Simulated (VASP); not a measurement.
Wanted: the native input for a VASP 6.6.1 run.

| Item | Value |
| --- | --- |
| Task | single point |
| Functional | PBEsol |
| Potentials or basis | VASP PAW PBE potentials, release 64 (Mo_sv, Se) |
| Cutoff | 520 eV |
| k mesh | 14 × 14 × 14 |
| Occupations | gaussian, width 0.1 eV |
| Spin | collinear spin |
| Starting moments | [3.5, 0.0] μB |
| Dipole correction | no |
| Further INCAR settings | ALGO = Normal; EDIFF = 1e-06; NBANDS = 21 |

The structure of MoSe lies in POSCAR:

```
MoSe
1.0
    0.0000000000      2.6579681742      2.6579681742
    2.6579681742      0.0000000000      2.6579681742
    2.6579681742      2.6579681742      0.0000000000
Mo Se
1 1
Direct
    0.0000000000      0.0000000000      0.0000000000
    0.5000000000      0.5000000000      0.5000000000
```

The input as run:

INCAR

```
SYSTEM = MoSe
ALGO = Normal
EDIFF = 1E-6
ENCUT = 520
GGA = PS
ISIF = 2
ISMEAR = 0
ISPIN = 2
LASPH = .TRUE.
LCHARG = .FALSE.
LMAXMIX = 4
LORBIT = 11
LREAL = .FALSE.
LWAVE = .FALSE.
MAGMOM = 3.5 0
NBANDS = 21
NELM = 150
PREC = Accurate
SIGMA = 0.1
```

KPOINTS

```
k-points
0
G
  14 14 14
  0 0 0
```

Potentials or basis: VASP PAW PBE potentials, release 64 (Mo_sv, Se).

Command:

```sh
$ cat potpaw_PBE.64/Mo_sv/POTCAR potpaw_PBE.64/Se/POTCAR > POTCAR
$ mpirun -np 1 vasp_std > vasp.out
```

Results of the run:

```json
{"Pressure": "-5.1 GPa", "Net moment": "2.22 μB per cell", "Site moments": "Mo +1.95; Se +0.01 μB", "Valence electrons inside the program's atomic spheres": "Mo 12.30; Se 3.90"}
```

Caveat: the cell stands under tension; the PAW data sets were made with another functional, which shifts forces and pressure a little.

Run time: 54 s on 1 thread of Intel(R) Xeon(R) 6975P-C (Granite Rapids) (shared host), peak memory 0.26 GiB.
